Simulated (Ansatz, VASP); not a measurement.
## Na4F: VASP beside Ansatz

File INCAR:

```
ALGO = Normal
EDIFF = 1E-6
ENCUT = 520
GGA = PE
ISIF = 2
ISMEAR = 0
ISPIN = 2
LASPH = True
LCHARG = False
LORBIT = 11
LREAL = False
LWAVE = False
MAGMOM = 0 0 0 0 1
NBANDS = 30
NELM = 150
PREC = Accurate
SIGMA = 0.1
```

The input KPOINTS:

```
k-points
0
Gamma
  4 4 4
```

File POSCAR:

```
Na4F
1.0
   -3.1841105250      3.1841105250      3.1841105250
    3.1841105250     -3.1841105250      3.1841105250
    3.1841105250      3.1841105250     -3.1841105250
Na F
4 1
Direct
    0.5000000000      0.5000000000      0.5000000000
    0.0000000000      0.0000000000      0.5000000000
    0.0000000000      0.5000000000      0.0000000000
    0.5000000000      0.0000000000      0.0000000000
    0.0000000000      0.0000000000      0.0000000000
```

Input for Ansatz:

```yaml
crystal:
  lattice:
    - [-3.184110525, 3.184110525, 3.184110525]
    - [3.184110525, -3.184110525, 3.184110525]
    - [3.184110525, 3.184110525, -3.184110525]
  atoms:
    - { symbol: Na, position: [0.5, 0.5, 0.5] }
    - { symbol: Na, position: [0.0, 0.0, 0.5] }
    - { symbol: Na, position: [0.0, 0.5, 0.0] }
    - { symbol: Na, position: [0.5, 0.0, 0.0] }
    - { symbol: F, position: [0.0, 0.0, 0.0], spin: 1.0 }
basis:
  ecutwfc: 420
kpoints:
  mp_grid: { grid: [4, 4, 4] }
hamiltonian:
  xc: pbe
scf:
  occupations: { method: gaussian, width: 0.1 }
  lower_state_search: "off"
output:
  forces: true
  stress: true
  eigenvalues: true
  populations: true
magnetization:
  spin_polarized: true
```

Alike in both runs: task single point; functional PBE; k mesh 4 × 4 × 4; occupations gaussian, width 0.1 eV; collinear spin.

```csv
,VASP,Ansatz
version,VASP 6.6.1,Ansatz 0.2.0
potentials or method,"VASP PAW PBE potentials, release 64 (Na_pv, F), cutoff 520 eV","scalar-relativistic, plane waves, PAW"
valence electrons in the cell,35,43
```

```csv
,VASP,Ansatz,Ansatz less VASP
gap on the k mesh at the Fermi level (eV),none,none,-
pressure (GPa),-0.1,-0.1,+0.05
net moment per atom (μB),0.06,0.06,0.000
```

A gap of «none» marks a metal or a gap that the smearing closes. The functional is the same, so the differences come from potentials, cutoffs and numerics. VASP's potentials hold 35 valence electrons a cell and Ansatz's 43, so a difference there can come from the potentials and not from the codes.
